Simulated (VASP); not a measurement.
A run of VASP 6.6.1:

INCAR

```
SYSTEM = TiO2
ALGO = Normal
EDIFF = 1E-6
ENCUT = 520
GGA = PE
ISIF = 2
ISMEAR = 0
LASPH = .True.
LCHARG = .False.
LREAL = .False.
LWAVE = .False.
NBANDS = 33
NELM = 60
PREC = Accurate
SIGMA = 0.01
```

KPOINTS

```
k-points
0
Gamma
  5 5 5
  0 0 0
```

Contents of POSCAR:

```
TiO2
1.0
   -1.8921000000      1.8921000000      4.7573000000
    1.8921000000     -1.8921000000      4.7573000000
    1.8921000000      1.8921000000     -4.7573000000
Ti O
2 4
Direct
    0.0000000000      0.0000000000      0.0000000000
    0.7500000000      0.2500000000      0.5000000000
    0.2087615689      0.2087615689      0.0000000000
    0.9587615689      0.4587615689      0.5000000000
    0.5412384311      0.0412384311      0.5000000000
    0.7912384311      0.7912384311      0.0000000000
```

Potentials or basis: VASP PAW PBE potentials, release 64 (Ti_sv, O).

Launch:

```bash
$ cat potpaw_PBE.64/Ti_sv/POTCAR potpaw_PBE.64/O/POTCAR > POTCAR
$ mpirun -np 1 vasp_std > vasp.out
```

Hardware: 1 thread of Intel Xeon 8259CL, with other jobs on the host.

Question: How long does it take, and how much memory?

Answer: It took 2.2 min on 1 thread of Intel Xeon 8259CL (shared host), peak memory 0.26 GiB. Counts: scf iterations 16, k points 18.
